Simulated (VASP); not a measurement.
# Ga4BiAs3 (P-43m) in VASP: single point with LDA

Aim: the single point of Ga4BiAs3 with LDA.

Everything below comes from runs of VASP 6.6.1. Logs are shortened: lines on timing, memory, paths and dates and some standing lists are left out, and cuts for length are marked.

### Step 1. The cell of the first run

The structure is cubic, space group P-43m (No. 215). The conventional cell has a = 5.940 Å, b = 5.940 Å, c = 5.940 Å, α = 90.00°, β = 90.00°, γ = 90.00°. Within 3.3 Å of Ga (site symmetry 3m) lie 3 As at 2.54 Å and 1 Bi at 2.68 Å. Bi (site symmetry -43m) has 4 Ga at 2.68 Å within 3.5 Å. Within 3.3 Å of As (site symmetry -42m) lie 4 Ga at 2.54 Å.

### Step 2. Single point, LDA

INCAR

```
SYSTEM = Ga4BiAs3
PREC = Accurate ; ENCUT = 520
EDIFF = 1E-6 ; ISMEAR = 1
SIGMA = 0.05 ; LREAL = .FALSE.
LASPH = .TRUE. ; NELM = 80
ALGO = Normal ; ISIF = 2
LWAVE = .FALSE. ; LCHARG = .FALSE.
NBANDS = 51
```

KPOINTS

```
Automatic mesh
0
G
  3 3 3
  0 0 0
```

POSCAR

```
Ga4BiAs3
1.0
    5.9403950000      0.0000000000      0.0000000000
    0.0000000000      5.9403950000      0.0000000000
    0.0000000000      0.0000000000      5.9403950000
Ga Bi As
4 1 3
Direct
    0.2607210000      0.2607210000      0.2607210000
    0.2607210000      0.7392790000      0.7392790000
    0.7392790000      0.2607210000      0.7392790000
    0.7392790000      0.7392790000      0.2607210000
    0.0000000000      0.0000000000      0.0000000000
    0.5000000000      0.5000000000      0.0000000000
    0.5000000000      0.0000000000      0.5000000000
    0.0000000000      0.5000000000      0.5000000000
```

Potentials or basis: VASP PAW LDA potentials, release 64 (Ga_d, Bi_d, As).

Launch:

```console
$ cat potpaw_LDA.64/Ga_d/POTCAR potpaw_LDA.64/Bi_d/POTCAR potpaw_LDA.64/As/POTCAR > POTCAR
$ mpirun -np 1 vasp_std > vasp.out
```

OUTCAR:

```text
SYSTEM = Ga4BiAs3
   PREC = Accurate
   ENCUT = 520
   EDIFF = 1E-6
   ISMEAR = 1
   LREAL = .FALSE.
   LASPH = .TRUE.
   NELM = 80
   ISIF = 2

 ion  position               nearest neighbor table
   1  0.261  0.261  0.261-   6 2.54   7 2.54   8 2.54   5 2.68
   2  0.261  0.739  0.739-   6 2.54   7 2.54   8 2.54   5 2.68
   3  0.739  0.261  0.739-   6 2.54   7 2.54   8 2.54   5 2.68
   4  0.739  0.739  0.261-   6 2.54   7 2.54   8 2.54   5 2.68
   5  0.000  0.000  0.000-   1 2.68   2 2.68   3 2.68   4 2.68
   6  0.500  0.500  0.000-   1 2.54   2 2.54   3 2.54   4 2.54
   7  0.500  0.000  0.500-   1 2.54   2 2.54   3 2.54   4 2.54
   8  0.000  0.500  0.500-   1 2.54   2 2.54   3 2.54   4 2.54

  LATTYP: Found a simple cubic cell.
 ALAT       =     5.9403950000

  Lattice vectors:

 A1 = (   5.9403950000,   0.0000000000,   0.0000000000)
 A2 = (   0.0000000000,   5.9403950000,   0.0000000000)
 A3 = (   0.0000000000,   0.0000000000,   5.9403950000)

Analysis of symmetry for initial positions (statically):
=====================================================================
 Subroutine PRICEL returns:
 Original cell was already a primitive cell.

 Routine SETGRP: Setting up the symmetry group for a
 simple cubic supercell.

 Subroutine GETGRP returns: Found 24 space group operations
 (whereof 24 operations were pure point group operations)
 out of a pool of 48 trial point group operations.

The static configuration has the point symmetry T_d .

Analysis of symmetry for dynamics (positions and initial velocities):
=====================================================================
 Subroutine PRICEL returns:
 Original cell was already a primitive cell.

 Routine SETGRP: Setting up the symmetry group for a
 simple cubic supercell.

 Subroutine GETGRP returns: Found 24 space group operations
 (whereof 24 operations were pure point group operations)
 out of a pool of 48 trial point group operations.

The dynamic configuration has the point symmetry T_d .

 Subroutine INISYM returns: Found 24 space group operations
 (whereof 24 operations are pure point group operations),
 and found     1 'primitive' translations

----------------------------------------------------------------------------------------

                                     Primitive cell

  volume of cell :     209.6264

  direct lattice vectors                    reciprocal lattice vectors
     5.940395000  0.000000000  0.000000000     0.168338974  0.000000000  0.000000000
     0.000000000  5.940395000  0.000000000     0.000000000  0.168338974  0.000000000
     0.000000000  0.000000000  5.940395000     0.000000000  0.000000000  0.168338974

  length of vectors
     5.940395000  5.940395000  5.940395000     0.168338974  0.168338974  0.168338974

  position of ions in fractional coordinates (direct lattice)
     0.260721000  0.260721000  0.260721000
     0.260721000  0.739279000  0.739279000
     0.739279000  0.260721000  0.739279000
     0.739279000  0.739279000  0.260721000
     0.000000000  0.000000000  0.000000000
     0.500000000  0.500000000  0.000000000
     0.500000000  0.000000000  0.500000000
     0.000000000  0.500000000  0.500000000

  ion indices of the primitive-cell ions
   primitive index   ion index
                 1           1
                 2           2
                 3           3
                 4           4
                 5           5
                 6           6
                 7           7
                 8           8

----------------------------------------------------------------------------------------

 KPOINTS: Automatic mesh

Automatic generation of k-mesh.
 Grid dimensions read from file:
 generate k-points for:    3    3    3

 Generating k-lattice:

  Cartesian coordinates                     Fractional coordinates (reciprocal lattice)
     0.056112991  0.000000000  0.000000000     0.333333333  0.000000000  0.000000000
     0.000000000  0.056112991  0.000000000     0.000000000  0.333333333  0.000000000
     0.000000000  0.000000000  0.056112991     0.000000000  0.000000000  0.333333333

  Length of vectors
     0.056112991  0.056112991  0.056112991

  Shift w.r.t. Gamma in fractional coordinates (k-lattice)
     0.000000000  0.000000000  0.000000000

 Subroutine IBZKPT returns following result:
 ===========================================

 Found      4 irreducible k-points:

 Following reciprocal coordinates:
            Coordinates               Weight
  0.000000  0.000000  0.000000      1.000000
  0.333333  0.000000  0.000000      6.000000
  0.333333  0.333333  0.000000     12.000000
  0.333333  0.333333  0.333333      8.000000
   k-points           NKPTS =      4   k-points in BZ     NKDIM =      4   number of bands    NBANDS=     51
   number of dos      NEDOS =    301   number of ions     NIONS =      8
   total plane-waves  NPLWV = 110592
   dimension x,y,z NGX =    48 NGY =   48 NGZ =   48
   dimension x,y,z NGXF=    96 NGYF=   96 NGZF=   96
   ions per type =               4   1   3
   NGX,Y,Z   is equivalent  to a cutoff of  13.43, 13.43, 13.43 a.u.
   NGXF,Y,Z  is equivalent  to a cutoff of  26.87, 26.87, 26.87 a.u.
 SYSTEM =  Ga4BiAs3
   PREC   = accura    normal or accurate (medium, high low for compatibility)
   ISTART =      0    job   : 0-new  1-cont  2-samecut
   ICHARG =      2    charge: 1-file 2-atom 10-const
   ISPIN  =      1    spin polarized calculation?
   LNONCOLLINEAR =      F non collinear calculations
   LSORBIT =      F    spin-orbit coupling
   LASPH  =      T    aspherical Exc in radial PAW
   ENCUT  =  520.0 eV  38.22 Ry    6.18 a.u.  11.05 11.05 11.05*2*pi/ulx,y,z
   NELM   =     80;   NELMIN=  2; NELMDL= -5     # of ELM steps
   EDIFF  = 0.1E-05   stopping-criterion for ELM
   LREAL  =      F    real-space projection
   EDIFFG = 0.1E-04   stopping-criterion for IOM
   NSW    =      0    number of steps for IOM
   IBRION =     -1    ionic relax: 0-MD 1-quasi-New 2-CG
   NFREE  =      0    steps in history (QN), initial steepest desc. (CG)
   ISIF   =      2    stress and relaxation
   ISYM   =      2    0-nonsym 1-usesym 2-fastsym
   POTIM  = 0.5000    time-step for ionic-motion
   TEBEG  =    0.0;   TEEND  =   0.0 temperature during run
   PSTRESS=    0.0 pullay stress
   NELECT =      82.0000    total number of electrons
   NUPDOWN=      -1.0000    fix difference up-down
   EMIN   =  10.00;   EMAX   =-10.00  energy-range for DOS
   EFERMI =   0.00;   METHOD = LEGACY
   ISMEAR =     1;   SIGMA  =   0.05  broadening in eV -4-tet -1-fermi 0-gaus
   EFERMI_NEDOS =   21; number of points for ismear=-14 and -15
   IALGO  =     38    algorithm
   IMIX   =      4    mixing-type and parameters
     AMIX     =   0.40;   BMIX     =  1.00
     AMIX_MAG =   1.60;   BMIX_MAG =  1.00
  volume/ion in A,a.u.               =      26.20       176.83
  Fermi-wavevector in a.u.,A,eV,Ry     =   1.197285  2.262540 19.503827  1.433491
  Thomas-Fermi vector in A             =   2.333204
   LORBIT       =      0    0 simple, 1 ext, 2 COOP (PROOUT), +10 PAW based schemes
   GGA     = CA    functional components
   LHFCALC =     F    Hartree Fock is set to
   AEXX    =    0.0000 exact exchange contribution
   IVDW    =     0    specifies the selected vdW correction
   LEPSILON=     F    determine dielectric tensor
   LRPA    =     F    only Hartree local field effects (RPA)
 non-spin polarized calculation
 Methfessel and Paxton  Order N= 1 SIGMA  =   0.05
  energy-cutoff  :      520.00
  volume of cell :      209.63
 maximum number of plane-waves:      5646
 NGX is ok and might be reduce to    48
   NGX = 23   NGY = 23   NGZ = 23

 number of electron      81.9999930 magnetization

 Free energy of the ion-electron system (eV)
  ---------------------------------------------------
  ext. energy  EPLUGINS =         0.00000000
  ---------------------------------------------------
  free energy    TOTEN  =       -36.20701985 eV

  energy without entropy =      -36.20563703  energy(sigma->0) =      -36.20655891

 E-fermi :   3.5931     XC(G=0):  -9.5216

 val. band max:        3.5830731872   @ k =   0.0000   0.0000   0.0000
 cond. band min:       3.9712347980   @ k =   0.3333   0.3333   0.3333
 fundamental gap:      0.3881616108
 Fermi energy:         3.5931432608

 k-point     1 :       0.0000    0.0000    0.0000
  band No.  band energies     occupation
      1     -18.6085      2.00000
      2     -18.6085      2.00000
      3     -18.6085      2.00000
      4     -18.5648      2.00000
      5     -18.5648      2.00000
      6     -11.5342      2.00000
[... 43 lines left out ...]
     50       6.9304      0.00000
     51       6.9304      0.00000

 k-point     2 :       0.3333    0.0000    0.0000
  band No.  band energies     occupation
      1     -18.6086      2.00000
      2     -18.6086      2.00000
      3     -18.6085      2.00000
      4     -18.5648      2.00000
      5     -18.5646      2.00000
      6     -11.5233      2.00000
[... 43 lines left out ...]
     50       8.3368      0.00000
     51       8.3368      0.00000

 k-point     3 :       0.3333    0.3333    0.0000
  band No.  band energies     occupation
      1     -18.6087      2.00000
      2     -18.6086      2.00000
      3     -18.6086      2.00000
      4     -18.5647      2.00000
      5     -18.5645      2.00000
      6     -11.5145      2.00000
[... 43 lines left out ...]
     50       8.2005      0.00000
     51       8.2649      0.00000

 k-point     4 :       0.3333    0.3333    0.3333
  band No.  band energies     occupation
      1     -18.6087      2.00000
      2     -18.6087      2.00000
      3     -18.6087      2.00000
      4     -18.5645      2.00000
      5     -18.5645      2.00000
      6     -11.5097      2.00000
[... 43 lines left out ...]
     50       7.8231      0.00000
     51       8.5709      0.00000

------------------------ aborting loop because EDIFF is reached ----------------------------------------

  FORCE on cell =-STRESS in cart. coord.  units (eV):
  Direction    XX          YY          ZZ          XY          YZ          ZX
  --------------------------------------------------------------------------------------
  -------------------------------------------------------------------------------------
  Total       -5.6283964     -5.6283964     -5.6283964      0.0000000      0.0000000     -0.0000000
  in kB      -43.0179077    -43.0179077    -43.0179077      0.0000000      0.0000000     -0.0000000
  external PRESSURE =     -43.0179077 kB  Pullay stress =       0.0000000 kB

 VOLUME and BASIS-vectors are now :
 -----------------------------------------------------------------------------
  energy-cutoff  :      520.00
  volume of cell :      209.63
      direct lattice vectors                 reciprocal lattice vectors
     5.940395000  0.000000000  0.000000000     0.168338974  0.000000000  0.000000000
     0.000000000  5.940395000  0.000000000     0.000000000  0.168338974  0.000000000
     0.000000000  0.000000000  5.940395000     0.000000000  0.000000000  0.168338974

 POSITION                                       TOTAL-FORCE (eV/Angst)
 -----------------------------------------------------------------------------------
      1.54879      1.54879      1.54879         0.030291      0.030291      0.030291
      1.54879      4.39161      4.39161         0.030291     -0.030291     -0.030291
      4.39161      1.54879      4.39161        -0.030291      0.030291     -0.030291
      4.39161      4.39161      1.54879        -0.030291     -0.030291      0.030291
      0.00000      0.00000      0.00000         0.000000     -0.000000     -0.000000
      2.97020      2.97020      0.00000         0.000000     -0.000000     -0.000000
      2.97020      0.00000      2.97020         0.000000      0.000000     -0.000000
      0.00000      2.97020      2.97020         0.000000      0.000000     -0.000000
 -----------------------------------------------------------------------------------
    total drift:                                0.000000      0.000000     -0.000000

  FREE ENERGIE OF THE ION-ELECTRON SYSTEM (eV)
  ---------------------------------------------------
  free  energy   TOTEN  =       -36.2070198458 eV

  energy  without entropy=      -36.2056370347  energy(sigma->0) =      -36.20655891
```

Run time: 1.9 min. Hardware: 1 thread of AMD EPYC 7R13, shared host; peak memory 0.24 GiB.

Results:

| Quantity | Value |
| --- | --- |
| Free energy | -36.2070 eV |
| Pressure | -4.3 GPa |
| Largest force | 0.052 eV/Å |
| Band gap on the k mesh | zero (filled and empty bands touch) |

Forces on the atoms (eV/Å):
```
Ga   0.030  0.030  0.030
Ga   0.030 -0.030 -0.030
Ga  -0.030  0.030 -0.030
Ga  -0.030 -0.030  0.030
Bi   0.000  0.000  0.000
As   0.000  0.000  0.000
As   0.000  0.000  0.000
As   0.000  0.000  0.000
```

Caveat: spin-orbit coupling is left out, which moves the levels of the heavy elements.
